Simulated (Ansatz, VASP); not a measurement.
## La4ZrO in VASP and in Ansatz

```
La Zr O
1.0
     0.00000    4.83568    4.83568
     4.83568    0.00000    4.83568
     4.83568    4.83568    0.00000
La Zr O
4 1 1
Direct
  0.61451 0.61451 0.61451
  0.61451 0.61451 0.15646
  0.61451 0.15646 0.61451
  0.15646 0.61451 0.61451
  0.00000 0.00000 0.00000
  0.75000 0.75000 0.75000
```

Alike in both runs: functional PBE; k mesh 4 × 4 × 4; occupations gaussian, width 0.1 eV; no spin polarisation.

Ansatz relaxed the structure, and its values are those at the end. VASP's run is a single point on that final structure, the one shown.

```csv
,VASP,Ansatz
version,VASP 6.6.1,Ansatz 0.2.0
potentials or method,"VASP PAW PBE potentials, release 64 (La, Zr_sv, O), cutoff 520 eV","scalar-relativistic, plane waves, PAW"
valence electrons in the cell,62,62
```

```tsv
	VASP	Ansatz	Ansatz less VASP
gap on the k mesh at the Fermi level (eV)	none	none	-
pressure (GPa)	0.1	0.1	+0.04
rms of the force components (eV/Å)	0.026	0.013	-0.0128
```

A gap of «none» marks a metal or a gap that the smearing closes. The functional is the same, so the differences come from potentials, cutoffs and numerics.

Spin-orbit coupling is off throughout.
